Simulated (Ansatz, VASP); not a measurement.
MnGa3 in VASP and in Ansatz

The input INCAR:

```
SYSTEM = MnGa3
PREC = Accurate
ENCUT = 520
EDIFF = 1E-6
ISMEAR = 0
SIGMA = 0.1
LREAL = .False.
LASPH = .True.
NELM = 60
ALGO = Fast
ISIF = 2
LWAVE = .False.
LCHARG = .False.
GGA = PE
NBANDS = 34
```

Contents of KPOINTS:

```
Automatic mesh
0
Gamma
  12 12 12
  0 0 0
```

The input POSCAR:

```
MnGa3
1.0
    0.0000000000      3.1577070933      3.1577070933
    3.1577070933      0.0000000000      3.1577070933
    3.1577070933      3.1577070933      0.0000000000
Ga Mn
3 1
Direct
    0.2500000000      0.2500000000      0.2500000000
    0.7500000000      0.7500000000      0.7500000000
    0.5000000000      0.5000000000      0.5000000000
    0.0000000000      0.0000000000      0.0000000000
```

Input for Ansatz:

```yaml
crystal:
  lattice:
    - [0.0, 3.1577070933, 3.1577070933]
    - [3.1577070933, 0.0, 3.1577070933]
    - [3.1577070933, 3.1577070933, 0.0]
  atoms:
    - { symbol: Ga, position: [0.25, 0.25, 0.25] }
    - { symbol: Ga, position: [0.75, 0.75, 0.75] }
    - { symbol: Ga, position: [0.5, 0.5, 0.5] }
    - { symbol: Mn, position: [0.0, 0.0, 0.0] }
basis:
  ecutwfc: 420
kpoints:
  mp_grid: { grid: [12, 12, 12] }
hamiltonian:
  xc: pbe
scf:
  occupations: { method: gaussian, width: 0.1 }
  lower_state_search: "off"
output:
  forces: true
  stress: true
  eigenvalues: true
```

Alike in both runs: task single point; functional PBE; k mesh 12 × 12 × 12; occupations gaussian, width 0.1 eV; no spin polarisation.

```csv
,VASP,Ansatz
version,VASP 6.6.1,Ansatz 0.2.0
potentials or method,"VASP PAW PBE potentials, release 64 (Ga_d, Mn_pv), cutoff 520 eV","scalar-relativistic, plane waves, PAW"
valence electrons in the cell,52,54
```

|  | VASP | Ansatz | Ansatz less VASP |
| --- | --- | --- | --- |
| gap on the k mesh at the Fermi level (eV) | none | none | - |
| pressure (GPa) | -4.0 | -4.1 | -0.12 |

A gap of «none» marks a metal or a gap that the smearing closes. VASP's potentials hold 52 valence electrons a cell and Ansatz's 54, so a difference there can come from the potentials and not from the codes.
